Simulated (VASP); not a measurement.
**Cd3S2Cl2: single point with PBEsol**

The system is Cd3S2Cl2.

```xyz
14
Lattice="-4.4339 4.4339 4.4339 4.4339 -4.4339 4.4339 4.4339 4.4339 -4.4339" Properties=species:S:1:pos:R:3 pbc="T T T"
Cd    2.6861    0.0000    2.2170
Cd    1.7478    0.0000    6.6509
Cd    2.2170    2.6861    0.0000
Cd    6.6509    1.7478    0.0000
Cd    0.0000    2.2170    2.6861
Cd    0.0000    6.6509    1.7478
S     2.4023    2.4023    2.4023
S     2.0316    6.4655   -2.0316
S    -2.0316    2.0316    6.4655
S     6.4655   -2.0316    2.0316
Cl    0.0949    0.0949    0.0949
Cl   -0.0949    4.3390    0.0949
Cl    0.0949   -0.0949    4.3390
Cl    4.3390    0.0949   -0.0949
```

```
Program                : VASP 6.6.1
Task                   : single point
Functional             : PBEsol
Potentials or basis    : VASP PAW PBE potentials, release 64 (Cd, S, Cl)
Cutoff                 : 520 eV
k mesh                 : 4 × 4 × 4
Occupations            : fermi-dirac, width 0.1 eV
Spin                   : no spin polarisation
Dipole correction      : no
Further INCAR settings : ALGO = Normal; EDIFF = 1e-06; NBANDS = 75
```

- Pressure: -0.5 GPa
- Largest force: 0.350 eV/Å
- Band gap on the k mesh: 2.53 eV (least direct gap 2.57 eV)

Forces in eV/Å, atoms in the order of the input:
```
Cd   0.350  0.000  0.000
Cd  -0.350  0.000  0.000
Cd   0.000  0.350  0.000
Cd   0.000 -0.350  0.000
Cd   0.000  0.000  0.350
Cd   0.000  0.000 -0.350
S   -0.068 -0.068 -0.068
S    0.068  0.068 -0.068
S   -0.068  0.068  0.068
S    0.068 -0.068  0.068
Cl   0.088  0.088  0.088
Cl  -0.088 -0.088  0.088
Cl   0.088 -0.088 -0.088
Cl  -0.088  0.088 -0.088
```

Levels at points of the mesh, in eV from the valence-band top:
| k point | band 58 | band 59 | band 60 | band 61 | band 62 | band 63 | band 64 | band 65 | band 66 | band 67 |
| --- | --- | --- | --- | --- | --- | --- | --- | --- | --- | --- |
| (0.00, 0.00, 0.00) | -0.17 | -0.17 | -0.17 | -0.04 | -0.04 | 2.53 | 3.73 | 3.73 | 3.73 | 3.92 |
| (0.50, 0.00, 0.00) | -0.42 | -0.38 | -0.29 | -0.06 | 0.00 | 3.94 | 4.04 | 4.57 | 4.60 | 4.78 |
| (0.50, 0.50, 0.50) | -1.04 | -0.64 | -0.64 | -0.64 | -0.50 | 4.47 | 4.47 | 4.47 | 4.68 | 4.68 |

Run time: 7.5 min on 1 thread of Intel Xeon 8259CL, on a shared host, peak memory 0.59 GiB.

Caveat: the PAW data sets were made with another functional, which shifts forces and pressure a little. A k mesh can miss the band edges.
